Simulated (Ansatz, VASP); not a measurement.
## One calculation of Ti2Se5, two programs

Contents of POSCAR:

```
Ti2Se5
1.0
    5.1918460000      0.0000000000      0.0000000000
    0.0000000000      5.1918460000      0.0000000000
    0.0000000000      0.0000000000     10.1409080000
Ti Se
4 10
Direct
    0.2500000000      0.2500000000      0.3509000000
    0.2500000000      0.2500000000      0.8509000000
    0.7500000000      0.7500000000      0.6491000000
    0.7500000000      0.7500000000      0.1491000000
    0.2500000000      0.5069300000      0.1030700000
    0.9930700000      0.2500000000      0.6030700000
    0.2500000000      0.9930700000      0.1030700000
    0.5069300000      0.2500000000      0.6030700000
    0.7500000000      0.4930700000      0.8969300000
    0.4930700000      0.7500000000      0.3969300000
    0.7500000000      0.0069300000      0.8969300000
    0.0069300000      0.7500000000      0.3969300000
    0.7500000000      0.2500000000      0.2500000000
    0.2500000000      0.7500000000      0.7500000000
```

File INCAR.step1:

```
SYSTEM = Ti2Se5
PREC     = Accurate       ! precision mode
ENCUT    = 550            ! plane-wave cutoff, eV
ISMEAR   = -1             ! smearing method
SIGMA    = 0.1            ! smearing width, eV
LREAL    = .False.        ! projectors in reciprocal space
LASPH    = .True.         ! aspherical terms in the spheres
NELM     = 120            ! most SCF steps
NBANDS   = 67             ! bands
GGA      = PE             ! functional
ALGO     = Normal         ! electronic algorithm
EDIFF    = 1E-5           ! SCF threshold, eV
LWAVE    = .True.         ! write WAVECAR
LCHARG   = .False.        ! write CHGCAR
GGA_COMPAT= .False.
```

The input INCAR.step2:

```
SYSTEM = Ti2Se5
PREC     = Accurate       ! precision mode
ENCUT    = 550            ! plane-wave cutoff, eV
EDIFF    = 1E-6           ! SCF threshold, eV
ISMEAR   = -1             ! smearing method
SIGMA    = 0.1            ! smearing width, eV
LREAL    = .False.        ! projectors in reciprocal space
LASPH    = .True.         ! aspherical terms in the spheres
NELM     = 120            ! most SCF steps
ALGO     = Normal         ! electronic algorithm
ISIF     = 2              ! what is computed and relaxed
LWAVE    = .False.        ! write WAVECAR
LCHARG   = .True.         ! write CHGCAR
METAGGA  = R2SCAN         ! meta-GGA
LMIXTAU  = .True.       
LELF     = .True.         ! ELF
LVHAR    = .True.       
NBANDS   = 67             ! bands
ISTART   = 1            
GGA_COMPAT= .False.
```

Contents of KPOINTS:

```
Automatic mesh
0
Gamma
  7 7 4
  0 0 0
```

Input for Ansatz:

```yaml
crystal:
  lattice:
    - [5.191846, 0.0, 0.0]
    - [0.0, 5.191846, 0.0]
    - [0.0, 0.0, 10.140908]
  atoms:
    - { symbol: Ti, position: [0.25, 0.25, 0.3509] }
    - { symbol: Ti, position: [0.25, 0.25, 0.8509] }
    - { symbol: Ti, position: [0.75, 0.75, 0.6491] }
    - { symbol: Ti, position: [0.75, 0.75, 0.1491] }
    - { symbol: Se, position: [0.25, 0.50693, 0.10307] }
    - { symbol: Se, position: [0.99307, 0.25, 0.60307] }
    - { symbol: Se, position: [0.25, 0.99307, 0.10307] }
    - { symbol: Se, position: [0.50693, 0.25, 0.60307] }
    - { symbol: Se, position: [0.75, 0.49307, 0.89693] }
    - { symbol: Se, position: [0.49307, 0.75, 0.39693] }
    - { symbol: Se, position: [0.75, 0.00693, 0.89693] }
    - { symbol: Se, position: [0.00693, 0.75, 0.39693] }
    - { symbol: Se, position: [0.75, 0.25, 0.25] }
    - { symbol: Se, position: [0.25, 0.75, 0.75] }
  symmetry: { tolerance: 0.0003 }
kpoints:
  mp_grid: { grid: [7, 7, 4], shift: [0, 0, 0] }
  band_path:
    path:
      - [0.0, 0.0, 0.0]
      - [0.0, 0.5, 0.0]
      - [0.5, 0.5, 0.0]
      - [0.0, 0.0, 0.0]
      - [0.0, 0.0, 0.5]
      - [0.0, 0.5, 0.5]
      - [0.5, 0.5, 0.5]
      - [0.0, 0.0, 0.5]
      - [0.0, 0.5, 0.0]
      - [0.0, 0.5, 0.5]
      - [0.5, 0.5, 0.0]
    npoints: 6
magnetization:
  spin_polarized: false
scf:
  occupations: { method: fermi_dirac }
  lower_state_search: "off"
  max_iter: 200
hamiltonian:
  pseudopotentials: { kind: paw }
  xc: r2scan
basis:
  ecutwfc: 500
  fft_grid_basis: typed
output:
  forces: true
  stress: true
  eigenvalues: true
  bader: true
  populations: true
  elf: true
  write_potential: true
  volumetric_format: npy
  dos:
    e_range: [-12, 8]
    de: 0.05
    projected: { site_lists: { Se: [Se], Ti: [Ti] } }
checkpoint:
  read: saved_state
```

Alike in both runs: task single point; functional r2SCAN; k mesh 7 × 7 × 4; no spin polarisation.

```csv
,VASP,Ansatz
version,VASP 6.6.1,Ansatz 0.2.0
potentials or method,"VASP PAW PBE potentials, release 64 (Ti_sv, Se), cutoff 550 eV",PAW plane waves
occupations,"fermi-dirac, width 0.1 eV",fermi-dirac
valence electrons in the cell,108,208
```

```csv
,VASP,Ansatz,Ansatz less VASP
pressure (GPa),-2.1,-2.2,-0.11
"traceless stress, the component that is largest in VASP (GPa)",-4.72,-4.71,+0.009
rms of the force components (eV/Å),0.222,0.221,-0.0004
```

VASP's potentials were made for PBE, not for r2SCAN. Atom by atom the forces differ by 0.002 eV/Å (rms over components). VASP's potentials hold 108 valence electrons a cell and Ansatz's 208, so a difference there can come from the potentials and not from the codes.
